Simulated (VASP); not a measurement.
Input of a VASP 6.6.1 run:

The input POSCAR:

```
HfO2
1.0
    3.6124595918      0.0000000000      0.0000000000
    0.0000000000      3.6124595918      0.0000000000
    0.0000000000      0.0000000000      5.2542466510
Hf O
2 4
Direct
    0.5000000000      0.5000000000      0.5000000000
    0.0000000000      0.0000000000      0.0000000000
    0.0000000000      0.5000000000      0.6906206922
    0.5000000000      0.0000000000      0.8093793078
    0.5000000000      0.0000000000      0.3093793078
    0.0000000000      0.5000000000      0.1906206922
```

File INCAR.step1:

```
ALGO = Normal ; EDIFF = 1E-4
ENCUT = 520 ; GGA = PE
ISMEAR = 0 ; LASPH = T
LCHARG = F ; LREAL = F
LWAVE = T ; NBANDS = 31
NELM = 60 ; PREC = Accurate
SIGMA = 0.01
```

INCAR.step2

```
ALGO = Normal ; EDIFF = 1E-6
ENCUT = 520 ; ISIF = 2
ISMEAR = 0 ; ISTART = 1
LASPH = T ; LCHARG = F
LMIXTAU = T ; LREAL = F
LWAVE = F ; METAGGA = R2SCAN
NBANDS = 31 ; NELM = 60
PREC = Accurate ; SIGMA = 0.01
```

The input KPOINTS:

```
k-points
0
Gamma
  8 8 6
```

Potentials or basis: VASP PAW PBE potentials, release 64 (Hf_pv, O).

The run is started by

```bash
$ cat potpaw_PBE.64/Hf_pv/POTCAR potpaw_PBE.64/O/POTCAR > POTCAR
$ cp INCAR.step1 INCAR
$ mpirun -np 1 vasp_std > vasp.out
$ cp INCAR.step2 INCAR
$ mpirun -np 1 vasp_std > vasp.out
```

Task: What does it give for the band gap on the k mesh?

Result: 5.17 eV (least direct gap 5.28 eV).

Task: What does it give for the largest force?

Result: 0.071 eV/Å.

Forces on the atoms (eV/Å):
```
Hf   0.000  0.000  0.000
Hf   0.000  0.000  0.000
O    0.000  0.000 -0.071
O    0.000  0.000  0.071
O    0.000  0.000  0.071
O    0.000  0.000 -0.071
```

Caveat: the cell differs from its parent crystal (strain +1.0%); the cell stands under tension; the PAW data sets were made with another functional, which shifts forces and pressure a little; spin-orbit coupling is left out, which moves the levels of the heavy elements. A k mesh can miss the band edges.
